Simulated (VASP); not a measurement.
# ZrN (Fm-3m) in VASP: a series of runs

ZrN is run at these levels: RPBE, r2SCAN; tasks: single point.

All numbers are computed with VASP 6.6.1; they aren't measurements. Logs are shortened: lines on timing, memory, paths and dates and some standing lists are left out, and cuts for length are marked.

### Step 1. The cell of the first run

It takes space group Fm-3m (No. 225, cubic). Conventional cell: a = 4.681 Å, b = 4.681 Å, c = 4.681 Å, α = 90.00°, β = 90.00°, γ = 90.00°. Zr (site symmetry m-3m) has 6 N at 2.34 Å within 3.1 Å. N (site symmetry m-3m) has 6 Zr at 2.34 Å within 3.1 Å.

### Step 2. Single point, RPBE (volume scaled by 1.04)

INCAR reads:

```
SYSTEM = ZrN
  PREC = Accurate
  ENCUT = 600
  EDIFF = 1E-6
  ISMEAR = 0
  SIGMA = 0.05
  LREAL = .False.
  LASPH = .True.
  NELM = 120
  ALGO = Normal
  ISIF = 2
  LWAVE = .False.
  LCHARG = .True.
  GGA = RP
  LELF = .True.
  LVHAR = .True.
  NBANDS = 16
  GGA_COMPAT = .False.
```

KPOINTS reads:

```
regular mesh
0
Gamma
  8 8 8
  0 0 0
```

POSCAR reads:

```
ZrN
1.0
    0.0000000000      2.3402747369      2.3402747369
    2.3402747369      0.0000000000      2.3402747369
    2.3402747369      2.3402747369      0.0000000000
Zr N
1 1
Direct
    0.5000000000      0.5000000000      0.5000000000
    0.0000000000      0.0000000000      0.0000000000
```

Potentials or basis: VASP PAW PBE potentials, release 64 (Zr_sv, N).

The run is started by

```console
$ cat potpaw_PBE.64/Zr_sv/POTCAR potpaw_PBE.64/N/POTCAR > POTCAR
$ mpirun -np 1 vasp_std > vasp.out
```

OUTCAR:

```text
SYSTEM = ZrN
   PREC = Accurate
   ENCUT = 600
   EDIFF = 1E-6
   ISMEAR = 0
   LREAL = .False.
   LASPH = .True.
   NELM = 120
   ISIF = 2
   GGA = RP

 ion  position               nearest neighbor table
   1  0.500  0.500  0.500-   2 2.34   2 2.34   2 2.34   2 2.34   2 2.34   2 2.34
   2  0.000  0.000  0.000-   1 2.34   1 2.34   1 2.34   1 2.34   1 2.34   1 2.34

  LATTYP: Found a face centered cubic cell.
 ALAT       =     4.6805494738

  Lattice vectors:

 A1 = (   0.0000000000,   2.3402747369,   2.3402747369)
 A2 = (   2.3402747369,   0.0000000000,   2.3402747369)
 A3 = (   2.3402747369,   2.3402747369,   0.0000000000)

Analysis of symmetry for initial positions (statically):
=====================================================================
 Subroutine PRICEL returns:
 Original cell was already a primitive cell.

 Routine SETGRP: Setting up the symmetry group for a
 face centered cubic supercell.

 Subroutine GETGRP returns: Found 48 space group operations
 (whereof 48 operations were pure point group operations)
 out of a pool of 48 trial point group operations.

The static configuration has the point symmetry O_h .

Analysis of symmetry for dynamics (positions and initial velocities):
=====================================================================
 Subroutine PRICEL returns:
 Original cell was already a primitive cell.

 Routine SETGRP: Setting up the symmetry group for a
 face centered cubic supercell.

 Subroutine GETGRP returns: Found 48 space group operations
 (whereof 48 operations were pure point group operations)
 out of a pool of 48 trial point group operations.

The dynamic configuration has the point symmetry O_h .

 Subroutine INISYM returns: Found 48 space group operations
 (whereof 48 operations are pure point group operations),
 and found     1 'primitive' translations

----------------------------------------------------------------------------------------

                                     Primitive cell

  volume of cell :      25.6348

  direct lattice vectors                    reciprocal lattice vectors
     0.000000000  2.340274737  2.340274737    -0.213650129  0.213650129  0.213650129
     2.340274737  0.000000000  2.340274737     0.213650129 -0.213650129  0.213650129
     2.340274737  2.340274737  0.000000000     0.213650129  0.213650129 -0.213650129

  length of vectors
     3.309648273  3.309648273  3.309648273     0.370052879  0.370052879  0.370052879

  position of ions in fractional coordinates (direct lattice)
     0.500000000  0.500000000  0.500000000
     0.000000000  0.000000000  0.000000000

  ion indices of the primitive-cell ions
   primitive index   ion index
                 1           1
                 2           2

[... 76 lines left out ...]
   NFREE  =      0    steps in history (QN), initial steepest desc. (CG)
   ISIF   =      2    stress and relaxation
   ISYM   =      2    0-nonsym 1-usesym 2-fastsym
   POTIM  = 0.5000    time-step for ionic-motion
   TEBEG  =    0.0;   TEEND  =   0.0 temperature during run
   PSTRESS=    0.0 pullay stress
   NELECT =      17.0000    total number of electrons
   NUPDOWN=      -1.0000    fix difference up-down
   EMIN   =  10.00;   EMAX   =-10.00  energy-range for DOS
   EFERMI =   0.00;   METHOD = LEGACY
   ISMEAR =     0;   SIGMA  =   0.05  broadening in eV -4-tet -1-fermi 0-gaus
   EFERMI_NEDOS =   21; number of points for ismear=-14 and -15
   IALGO  =     38    algorithm
   IMIX   =      4    mixing-type and parameters
     AMIX     =   0.40;   BMIX     =  1.00
     AMIX_MAG =   1.60;   BMIX_MAG =  1.00
  volume/ion in A,a.u.               =      12.82        86.50
  Fermi-wavevector in a.u.,A,eV,Ry     =   1.427625  2.697821 27.730232  2.038115
  Thomas-Fermi vector in A             =   2.547775
   LORBIT       =      0    0 simple, 1 ext, 2 COOP (PROOUT), +10 PAW based schemes
   GGA     = RP    functional components
   LHFCALC =     F    Hartree Fock is set to
   AEXX    =    0.0000 exact exchange contribution
   IVDW    =     0    specifies the selected vdW correction
   LEPSILON=     F    determine dielectric tensor
   LRPA    =     F    only Hartree local field effects (RPA)
 non-spin polarized calculation
 Gauss-broadening in eV      SIGMA  =   0.05
  energy-cutoff  :      600.00
  volume of cell :       25.63
 maximum number of plane-waves:       877
 NGX is ok and might be reduce to    28
   NGX = 13   NGY = 13   NGZ = 13

 number of electron      16.9999999 magnetization

 Free energy of the ion-electron system (eV)
  ---------------------------------------------------
  ext. energy  EPLUGINS =         0.00000000
  ---------------------------------------------------
  free energy    TOTEN  =       -19.35643692 eV

  energy without entropy =      -19.35459785  energy(sigma->0) =      -19.35551739

 E-fermi :  11.2906     XC(G=0): -12.0904

 val. band max:       11.2442527844   @ k =   0.1250   0.0000   0.0000
 cond. band min:      11.3167729910   @ k =   0.3750   0.1250   0.0000
 fundamental gap:      0.0725202066
 Fermi energy:        11.2906255383

 k-point     1 :       0.0000    0.0000    0.0000
  band No.  band energies     occupation
      1     -38.5301      2.00000
      2     -16.2038      2.00000
      3     -16.2038      2.00000
      4     -16.2038      2.00000
      5      -4.7751      2.00000
      6       8.7279      2.00000
[... 433 lines left out ...]
      3     -16.5044      2.00000
      4     -16.3585      2.00000
      5      -3.3159      2.00000
      6       4.8889      2.00000
[... 8 lines left out ...]
     15      22.2424      0.00000
     16      23.5261      0.00000

 [... further k-points ...]

------------------------ aborting loop because EDIFF is reached ----------------------------------------

  FORCE on cell =-STRESS in cart. coord.  units (eV):
  Direction    XX          YY          ZZ          XY          YZ          ZX
  --------------------------------------------------------------------------------------
  -------------------------------------------------------------------------------------
  Total       -1.3441034     -1.3441034     -1.3441034      0.0000000      0.0000000      0.0000000
  in kB      -84.0064691    -84.0064691    -84.0064691      0.0000000      0.0000000      0.0000000
  external PRESSURE =     -84.0064691 kB  Pullay stress =       0.0000000 kB

 VOLUME and BASIS-vectors are now :
 -----------------------------------------------------------------------------
  energy-cutoff  :      600.00
  volume of cell :       25.63
      direct lattice vectors                 reciprocal lattice vectors
     0.000000000  2.340274737  2.340274737    -0.213650129  0.213650129  0.213650129
     2.340274737  0.000000000  2.340274737     0.213650129 -0.213650129  0.213650129
     2.340274737  2.340274737  0.000000000     0.213650129  0.213650129 -0.213650129

 POSITION                                       TOTAL-FORCE (eV/Angst)
 -----------------------------------------------------------------------------------
      2.34027      2.34027      2.34027         0.000000      0.000000      0.000000
      0.00000      0.00000      0.00000        -0.000000     -0.000000     -0.000000
 -----------------------------------------------------------------------------------
    total drift:                                0.000000      0.000000      0.000000

  FREE ENERGIE OF THE ION-ELECTRON SYSTEM (eV)
  ---------------------------------------------------
  free  energy   TOTEN  =       -19.3564369234 eV

  energy  without entropy=      -19.3545978481  energy(sigma->0) =      -19.35551739
```

OSZICAR:

```text
N       E                     dE             d eps       ncg     rms          rms(c)
DAV:   1     0.121739610975E+03    0.12174E+03   -0.96045E+03   936   0.116E+03
DAV:   2    -0.161305028559E+02   -0.13787E+03   -0.13033E+03  1200   0.324E+02
DAV:   3    -0.227655281580E+02   -0.66350E+01   -0.65908E+01  1632   0.618E+01
DAV:   4    -0.228237867197E+02   -0.58259E-01   -0.58254E-01  1032   0.491E+00
DAV:   5    -0.228244455836E+02   -0.65886E-03   -0.65886E-03  1352   0.387E-01    0.190E+01
DAV:   6    -0.195388859108E+02    0.32856E+01   -0.73906E+00  1048   0.254E+01    0.714E+00
DAV:   7    -0.193864215705E+02    0.15246E+00   -0.53065E-01  1120   0.679E+00    0.561E+00
DAV:   8    -0.193712481111E+02    0.15173E-01   -0.25063E-01  1088   0.474E+00    0.318E+00
DAV:   9    -0.193569998655E+02    0.14248E-01   -0.57293E-02   976   0.237E+00    0.110E+00
DAV:  10    -0.193564904750E+02    0.50939E-03   -0.41482E-03  1112   0.730E-01    0.138E-01
DAV:  11    -0.193564463428E+02    0.44132E-04   -0.22740E-04  1152   0.131E-01    0.998E-02
DAV:  12    -0.193564381522E+02    0.81905E-05   -0.23626E-05  1112   0.438E-02    0.390E-03
DAV:  13    -0.193564369217E+02    0.12305E-05   -0.13367E-06   856   0.135E-02    0.634E-03
DAV:  14    -0.193564369234E+02   -0.16594E-08   -0.10754E-07   616   0.345E-03
   1 F= -.19356437E+02 E0= -.19355517E+02  d E =-.183908E-02
```

Run time: 8.4 s. Hardware: 1 thread of Intel Xeon 6975P-C (Granite Rapids), shared host; peak memory 0.16 GiB.

What came out:

```
Free energy : -19.3564 eV
Pressure    : -8.4 GPa
```

Levels at points of the mesh, in eV from the Fermi level:
| k point | band 5 | band 6 | band 7 | band 8 | band 9 | band 10 | band 11 | band 12 | band 13 | band 14 |
| --- | --- | --- | --- | --- | --- | --- | --- | --- | --- | --- |
| (0.00, 0.00, 0.00) | -16.07 | -2.56 | -2.56 | -2.56 | -0.37 | -0.37 | -0.37 | 1.44 | 1.44 | 2.32 |
| (0.50, 0.00, 0.00) | -14.16 | -7.34 | -5.39 | -5.39 | 2.75 | 2.80 | 2.80 | 4.46 | 7.06 | 7.06 |
| (0.50, 0.50, 0.00) | -15.50 | -4.58 | -3.23 | -3.12 | -3.12 | 3.06 | 4.10 | 4.10 | 4.31 | 8.61 |

Caveat: the PAW data sets were made with another functional, which shifts forces and pressure a little.

### Step 3. Single point, r2SCAN (volume scaled by 0.96)

POSCAR reads:

```
ZrN
1.0
    0.0000000000      2.2626217159      2.2626217159
    2.2626217159      0.0000000000      2.2626217159
    2.2626217159      2.2626217159      0.0000000000
Zr N
1 1
Direct
    0.5000000000      0.5000000000      0.5000000000
    0.0000000000      0.0000000000      0.0000000000
```

INCAR.step1 reads:

```
PREC = Accurate ; ENCUT = 660
ISMEAR = 0 ; SIGMA = 0.05
LREAL = False ; LASPH = True
NELM = 120 ; NBANDS = 16
GGA = PE ; ALGO = Normal
EDIFF = 1E-5 ; LWAVE = True
LCHARG = False ; GGA_COMPAT = False
```

INCAR.step2 reads:

```
PREC = Accurate ; ENCUT = 660
EDIFF = 1E-6 ; ISMEAR = 0
SIGMA = 0.05 ; LREAL = False
LASPH = True ; NELM = 120
ALGO = Normal ; ISIF = 2
LWAVE = False ; LCHARG = True
METAGGA = R2SCAN ; LMIXTAU = True
LELF = True ; LVHAR = True
NBANDS = 16 ; ISTART = 1
GGA_COMPAT = False
```

KPOINTS reads:

```
Automatic mesh
0
Gamma
  8 8 8
```

Potentials or basis: VASP PAW PBE potentials, release 64 (Zr_sv, N).

The run is started by

```console
$ cat potpaw_PBE.64/Zr_sv/POTCAR potpaw_PBE.64/N/POTCAR > POTCAR
$ cp INCAR.step1 INCAR
$ mpirun -np 1 vasp_std > vasp.out
$ cp INCAR.step2 INCAR
$ mpirun -np 1 vasp_std > vasp.out
```

OUTCAR:

```text
PREC = Accurate
   ENCUT = 660
   EDIFF = 1E-6
   ISMEAR = 0
   LREAL = False
   LASPH = True
   NELM = 120
   ISIF = 2
   METAGGA = R2SCAN
   ISTART = 1

 ion  position               nearest neighbor table
   1  0.500  0.500  0.500-   2 2.26   2 2.26   2 2.26   2 2.26   2 2.26   2 2.26
   2  0.000  0.000  0.000-   1 2.26   1 2.26   1 2.26   1 2.26   1 2.26   1 2.26

  LATTYP: Found a face centered cubic cell.
 ALAT       =     4.5252434318

  Lattice vectors:

 A1 = (   0.0000000000,   2.2626217159,   2.2626217159)
 A2 = (   2.2626217159,   0.0000000000,   2.2626217159)
 A3 = (   2.2626217159,   2.2626217159,   0.0000000000)

Analysis of symmetry for initial positions (statically):
=====================================================================
 Subroutine PRICEL returns:
 Original cell was already a primitive cell.

 Routine SETGRP: Setting up the symmetry group for a
 face centered cubic supercell.

 Subroutine GETGRP returns: Found 48 space group operations
 (whereof 48 operations were pure point group operations)
 out of a pool of 48 trial point group operations.

The static configuration has the point symmetry O_h .

Analysis of symmetry for dynamics (positions and initial velocities):
=====================================================================
 Subroutine PRICEL returns:
 Original cell was already a primitive cell.

 Routine SETGRP: Setting up the symmetry group for a
 face centered cubic supercell.

 Subroutine GETGRP returns: Found 48 space group operations
 (whereof 48 operations were pure point group operations)
 out of a pool of 48 trial point group operations.

The dynamic configuration has the point symmetry O_h .

 Subroutine INISYM returns: Found 48 space group operations
 (whereof 48 operations are pure point group operations),
 and found     1 'primitive' translations

----------------------------------------------------------------------------------------
[... 111 lines left out ...]
   IMIX   =      4    mixing-type and parameters
     AMIX     =   0.40;   BMIX     =  1.00
     AMIX_MAG =   1.60;   BMIX_MAG =  1.00
  volume/ion in A,a.u.               =      11.58        78.17
  Fermi-wavevector in a.u.,A,eV,Ry     =   1.476622  2.790410 29.666294  2.180411
  Thomas-Fermi vector in A             =   2.591126
   LORBIT       =      0    0 simple, 1 ext, 2 COOP (PROOUT), +10 PAW based schemes
   METAGGA = R2SCAN    functional components
   LHFCALC =     F    Hartree Fock is set to
   AEXX    =    0.0000 exact exchange contribution
   IVDW    =     0    specifies the selected vdW correction
   LEPSILON=     F    determine dielectric tensor
   LRPA    =     F    only Hartree local field effects (RPA)
 non-spin polarized calculation
 Gauss-broadening in eV      SIGMA  =   0.05
  energy-cutoff  :      660.00
  volume of cell :       23.17
 maximum number of plane-waves:       911
   NGX = 13   NGY = 13   NGZ = 13

 number of electron      17.0000001 magnetization

 Free energy of the ion-electron system (eV)
  ---------------------------------------------------
  ext. energy  EPLUGINS =         0.00000000
  ---------------------------------------------------
  free energy    TOTEN  =       -35.78006660 eV

  energy without entropy =      -35.77833081  energy(sigma->0) =      -35.77919871

 E-fermi :  12.7196     XC(G=0): -13.5359

 val. band max:       12.6664078855   @ k =   0.1250   0.0000   0.0000
 cond. band min:      12.7443274008   @ k =   0.3750   0.1250   0.0000
 fundamental gap:      0.0779195153
 Fermi energy:        12.7196475153

 k-point     1 :       0.0000    0.0000    0.0000
  band No.  band energies     occupation
      1     -38.6834      2.00000
      2     -15.5561      2.00000
      3     -15.5561      2.00000
      4     -15.5561      2.00000
      5      -4.9017      2.00000
      6       9.6234      2.00000
[... 433 lines left out ...]
      3     -15.9893      2.00000
      4     -15.7738      2.00000
      5      -3.1657      2.00000
      6       5.4962      2.00000
[... 8 lines left out ...]
     15      25.7500      0.00000
     16      26.6681      0.00000

 [... further k-points ...]

------------------------ aborting loop because EDIFF is reached ----------------------------------------

  FORCE on cell =-STRESS in cart. coord.  units (eV):
  Direction    XX          YY          ZZ          XY          YZ          ZX
  --------------------------------------------------------------------------------------
  -------------------------------------------------------------------------------------
  Total        1.7484373      1.7484373      1.7484373      0.0000000     -0.0000000     -0.0000000
  in kB      120.9190710    120.9190710    120.9190710      0.0000000     -0.0000000     -0.0000000
  external PRESSURE =     120.9190710 kB  Pullay stress =       0.0000000 kB

 VOLUME and BASIS-vectors are now :
 -----------------------------------------------------------------------------
  energy-cutoff  :      660.00
  volume of cell :       23.17
      direct lattice vectors                 reciprocal lattice vectors
     0.000000000  2.262621716  2.262621716    -0.220982587  0.220982587  0.220982587
     2.262621716  0.000000000  2.262621716     0.220982587 -0.220982587  0.220982587
     2.262621716  2.262621716  0.000000000     0.220982587  0.220982587 -0.220982587

 POSITION                                       TOTAL-FORCE (eV/Angst)
 -----------------------------------------------------------------------------------
      2.26262      2.26262      2.26262        -0.000000     -0.000000      0.000000
      0.00000      0.00000      0.00000         0.000000      0.000000     -0.000000
 -----------------------------------------------------------------------------------
    total drift:                                0.000000      0.000000      0.000000

  FREE ENERGIE OF THE ION-ELECTRON SYSTEM (eV)
  ---------------------------------------------------
  free  energy   TOTEN  =       -35.7800665991 eV

  energy  without entropy=      -35.7783308112  energy(sigma->0) =      -35.77919871
```

OUTCAR.step1:

```text
PREC = Accurate
   ENCUT = 660
   ISMEAR = 0
   LREAL = False
   LASPH = True
[... 677 lines left out ...]
      2.26262      2.26262      2.26262         0.000000      0.000000     -0.000000
      0.00000      0.00000      0.00000        -0.000000     -0.000000      0.000000
 -----------------------------------------------------------------------------------
    total drift:                                0.000000      0.000000      0.000000

  FREE ENERGIE OF THE ION-ELECTRON SYSTEM (eV)
  ---------------------------------------------------
  free  energy   TOTEN  =       -20.3099843746 eV

  energy  without entropy=      -20.3081536929  energy(sigma->0) =      -20.30906903
```

OSZICAR.step1:

```text
N       E                     dE             d eps       ncg     rms          rms(c)
DAV:   1     0.130329112135E+03    0.13033E+03   -0.10084E+04   928   0.126E+03
DAV:   2    -0.168853825925E+02   -0.14721E+03   -0.13663E+03  1208   0.344E+02
DAV:   3    -0.236610762554E+02   -0.67757E+01   -0.67161E+01  1536   0.675E+01
DAV:   4    -0.237815170573E+02   -0.12044E+00   -0.12040E+00  1112   0.620E+00
DAV:   5    -0.237825833726E+02   -0.10663E-02   -0.10663E-02  1280   0.509E-01    0.236E+01
DAV:   6    -0.204350815076E+02    0.33475E+01   -0.70729E+00  1104   0.271E+01    0.900E+00
DAV:   7    -0.203350662448E+02    0.10002E+00   -0.50445E-01  1144   0.677E+00    0.739E+00
DAV:   8    -0.203249335365E+02    0.10133E-01   -0.21342E-01  1256   0.440E+00    0.435E+00
DAV:   9    -0.203097694130E+02    0.15164E-01   -0.42424E-02  1048   0.203E+00    0.836E-01
DAV:  10    -0.203100138988E+02   -0.24449E-03   -0.14048E-03  1088   0.417E-01    0.158E-01
DAV:  11    -0.203099893944E+02    0.24504E-04   -0.45989E-05  1168   0.629E-02    0.849E-02
DAV:  12    -0.203099843746E+02    0.50198E-05   -0.69340E-06   736   0.237E-02
   1 F= -.20309984E+02 E0= -.20309069E+02  d E =-.183068E-02
```

Run time: 34 s. Hardware: 1 thread of Intel Xeon 6975P-C (Granite Rapids), shared host; peak memory 0.17 GiB.

Results:

| Item | Value |
| --- | --- |
| Free energy | -35.7801 eV |
| Pressure | 12.1 GPa |

Levels at points of the mesh, in eV from the Fermi level:
```tsv
k point	band 7	band 8	band 9	band 10	band 11	band 12
(0.00, 0.00, 0.00)	-3.10	-3.10	-0.43	-0.43	-0.43	1.72
(0.50, 0.00, 0.00)	-6.34	-6.34	3.29	3.33	3.33	5.22
(0.50, 0.50, 0.00)	-3.74	-3.57	-3.57	3.63	4.84	4.84
```

Caveat: the PAW data sets were made with another functional, which shifts forces and pressure a little.

(Part 1 of 2 ends here.)
